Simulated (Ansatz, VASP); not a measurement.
**Two plane-wave programs on LiF**

Contents of POSCAR:

```
LiF
1.0
    3.0810519408      0.0000000000      0.0000000000
   -1.5405259704      2.6682692511      0.0000000000
    0.0000000000      0.0000000000      4.7852338528
Li F
2 2
Direct
    0.3333333333      0.6666666667      0.3824388584
    0.6666666667      0.3333333333      0.8824388584
    0.3333333333      0.6666666667      0.9925591416
    0.6666666667      0.3333333333      0.4925591416
```

Contents of INCAR.step1:

```
PREC = Accurate
ENCUT = 520
ISMEAR = 0
SIGMA = 0.01
LREAL = F
LASPH = T
NELM = 80
NBANDS = 18
GGA = PE
ALGO = Normal
EDIFF = 1E-4
LWAVE = T
LCHARG = F
```

The input INCAR.step2:

```
PREC = Accurate
ENCUT = 520
EDIFF = 1E-7
ISMEAR = 0
SIGMA = 0.01
LREAL = F
LASPH = T
NELM = 80
ALGO = Normal
ISIF = 2
LWAVE = F
LCHARG = F
METAGGA = R2SCAN
LMIXTAU = T
LUSE_VDW = T
IVDW_NL = 2
BPARAM = 11.95
CPARAM = 0.0093
NBANDS = 18
ISTART = 1
```

The input KPOINTS:

```
regular mesh
0
Gamma
  6 6 4
```

Input for Ansatz:

```yaml
crystal:
  lattice:
    - [3.0810519408, 0.0, 0.0]
    - [-1.5405259704, 2.6682692511, 0.0]
    - [0.0, 0.0, 4.7852338528]
  atoms:
    - { symbol: Li, position: [0.3333333333, 0.6666666667, 0.3824388584] }
    - { symbol: Li, position: [0.6666666667, 0.3333333333, 0.8824388584] }
    - { symbol: F, position: [0.3333333333, 0.6666666667, 0.9925591416] }
    - { symbol: F, position: [0.6666666667, 0.3333333333, 0.4925591416] }
kpoints:
  mp_grid: { grid: [6, 6, 4] }
hamiltonian:
  xc: r2scan
  dispersion: rvv10
scf:
  occupations: { method: fixed }
  n_extra_bands: 5
output:
  forces: true
  stress: true
  eigenvalues: true
```

Alike in both runs: task single point; functional r2SCAN; dispersion rVV10; k mesh 6 × 6 × 4; no spin polarisation.

|  | VASP | Ansatz |
| --- | --- | --- |
| version | VASP 6.6.1 | Ansatz 0.2.0 |
| potentials or method | VASP PAW PBE potentials, release 64 (Li_sv, F) | plane waves |
| plane-wave cutoff (eV) | 520 | 500 |
| occupations | gaussian, width 0.01 eV | fixed |
| valence electrons in the cell | 20 | 20 |

```tsv
	VASP	Ansatz	Ansatz less VASP
gap on the k mesh at the Fermi level (eV)	8.58	8.49	-0.091
```

VASP's potentials were made for PBE, not for r2SCAN.

Noted on VASP's run: the cutoff is short for stress, so the pressure is rough.
